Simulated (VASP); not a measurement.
A run of VASP 6.6.1 is set up as follows.

The input INCAR:

```
SYSTEM = YNb
PREC = Accurate
ENCUT = 520
EDIFF = 1E-6
ISMEAR = 0
SIGMA = 0.1
LREAL = .FALSE.
LASPH = .TRUE.
NELM = 100
ALGO = Fast
ISIF = 2
LWAVE = .FALSE.
LCHARG = .FALSE.
GGA = PE
NBANDS = 19
```

File KPOINTS:

```
Automatic mesh
0
G
  16 16 16
  0 0 0
```

POSCAR

```
YNb
1.0
    3.6114094165      0.0000000000      0.0000000000
    0.0000000000      3.6114094165      0.0000000000
    0.0000000000      0.0000000000      3.6114094165
Y Nb
1 1
Direct
    0.0000000000      0.0000000000      0.0000000000
    0.5000000000      0.5000000000      0.5000000000
```

Potentials or basis: VASP PAW PBE potentials, release 64 (Y_sv, Nb_sv).

Command:

```sh
$ cat potpaw_PBE.64/Y_sv/POTCAR potpaw_PBE.64/Nb_sv/POTCAR > POTCAR
$ mpirun -np 1 vasp_std > vasp.out
```

What does it give for the pressure?

-0.2 GPa.

Predict the band gap on the k mesh.

zero (bands 12 and 13 overlap by 1.37 eV).
